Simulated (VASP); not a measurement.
Pt:

```
Pt
1.0
     0.00000    1.96090    1.96090
     1.96090    0.00000    1.96090
     1.96090    1.96090    0.00000
Pt
1
Direct
  0.00000 0.00000 0.00000
```

Base run:

- Program: VASP 6.6.1
- Functional: PBE
- Potentials or basis: VASP PAW PBE potentials, release 64 (Pt)
- Cutoff: 500 eV
- k mesh: 13 × 13 × 13
- Occupations: gaussian, width 0.1 eV
- Spin: no spin polarisation

Its results: band gap on the k mesh zero (bands 5 and 6 overlap by 2.17 eV); pressure 9.5 GPa.

Task: The run is repeated on the same cell with these changes: occupations from gaussian, width 0.1 eV to gaussian, width 0.3 eV. What comes out?

Result: Band gap on the k mesh zero (bands 5 and 6 overlap by 2.17 eV); pressure 10.1 GPa.

Caveats: the cell stands under pressure; spin-orbit coupling is left out, which moves the levels of the heavy elements; so wide a smearing shifts energies and pressures (at least some runs).
